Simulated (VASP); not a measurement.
Here is a VASP 6.6.1 calculation.

File INCAR:

```
PREC     = Accurate       # precision mode
ENCUT    = 520            # plane-wave cutoff, eV
EDIFF    = 1E-6           # SCF threshold, eV
ISMEAR   = -1             # smearing method
SIGMA    = 0.1            # smearing width, eV
LREAL    = False          # projectors in reciprocal space
LASPH    = True           # aspherical terms in the spheres
NELM     = 100            # most SCF steps
ALGO     = Normal         # electronic algorithm
ISIF     = 2              # what is computed and relaxed
LWAVE    = False          # write WAVECAR
LCHARG   = False          # write CHGCAR
GGA      = RE             # functional
NBANDS   = 26             # bands
```

File KPOINTS:

```
regular mesh
0
Gamma
  9 9 3
```

File POSCAR:

```
Rb
1.0
    5.1826217526      0.0000000000      0.0000000000
   -2.5913108763      4.4882820959      0.0000000000
    0.0000000000      0.0000000000     17.1075952720
Rb
4
Direct
    0.0000000000      1.0000000000      0.0000000000
    0.0000000000      1.0000000000      0.5000000000
    0.3333333333      0.6666666667      0.2500000000
    0.6666666667      0.3333333333      0.7500000000
```

Potentials or basis: VASP PAW PBE potentials, release 64 (Rb_sv).

Run with:

```sh
$ cat potpaw_PBE.64/Rb_sv/POTCAR > POTCAR
$ mpirun -np 1 vasp_std > vasp.out
```

(1) What does it give for the pressure?

(2) Estimate the band gap on the k mesh.

## Answers

(1) 0.0 GPa.

(2) zero (bands 18 and 19 overlap by 2.01 eV).

Caveat: the PAW data sets were made with another functional, which shifts forces and pressure a little.
